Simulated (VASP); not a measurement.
Crystal: Sc5Al.

```xyz
6
Lattice="2.9522 0.0000 0.0000 -1.4761 2.5566 0.0000 0.0000 0.0000 14.2945" Properties=species:S:1:pos:R:3 pbc="T T T"
Sc    0.0000    1.7044    9.5297
Sc    0.0000    1.7044    4.7648
Sc    1.4761    0.8522   11.9121
Sc    1.4761    0.8522    2.3824
Sc    1.4761    0.8522    7.1472
Al    0.0000    1.7044    0.0000
```

* Program: VASP 6.6.1
* Task: relaxation of cell and atoms
* Functional: PBE
* Potentials or basis: VASP PAW PBE potentials, release 64 (Sc_sv, Al)
* Cutoff: 600 eV
* k mesh: 6 × 6 × 2
* Occupations: gaussian, width 0.1 eV
* Spin: no spin polarisation

At the start: pressure 22.4 GPa; volume 17.98 Å³/atom.

Question: How do energy, volume and symmetry change on relaxing?

Answer: Over 12 steps the energy falls by 342.8 meV/atom and the volume is 23.52 Å³/atom (+30.8 %); space group P-6m2 (No. 187, to 0.05 Å).

Step by step:
| step | energy change (eV) | largest force (eV/Å) | pressure (GPa) | volume (Å³) |
| --- | --- | --- | --- | --- |
| 1 | 0.0000 | 0.6514 | 22.41 | 107.89 |
| 2 | -1.8049 | 0.4086 | -3.93 | 152.11 |
| 3 | -1.9469 | 0.4637 | -0.04 | 140.51 |
| 4 | -1.9468 | 0.4610 | -0.32 | 141.22 |
| 5 | -1.9927 | 0.4158 | -0.27 | 141.31 |
| 6 | -2.0106 | 0.3364 | -0.17 | 141.36 |
| 7 | -2.0287 | 0.2351 | 0.07 | 140.79 |
| 8 | -2.0459 | 0.1572 | 0.62 | 139.63 |
| 9 | -2.0521 | 0.1065 | -0.47 | 142.27 |
| 10 | -2.0528 | 0.1189 | -0.21 | 141.62 |
| 11 | -2.0555 | 0.0665 | -0.12 | 141.38 |
| 12 | -2.0567 | 0.0116 | -0.01 | 141.13 |

Final structure:
```
CELL_PARAMETERS angstrom
3.26878 0.00000 0.00000
-1.63439 2.83085 0.00000
0.00000 0.00000 15.25189
ATOMIC_POSITIONS crystal
Sc 0.33333 0.66667 0.67062
Sc 0.33333 0.66667 0.32938
Sc 0.66667 0.33333 0.84480
Sc 0.66667 0.33333 0.15520
Sc 0.66667 0.33333 0.50000
Al 0.33333 0.66667 0.00000
```

Caveat: the k points lie up to 0.37 Å⁻¹ apart in the final cell; the volume moved by over 15 % at a fixed basis, so the end points are rough.
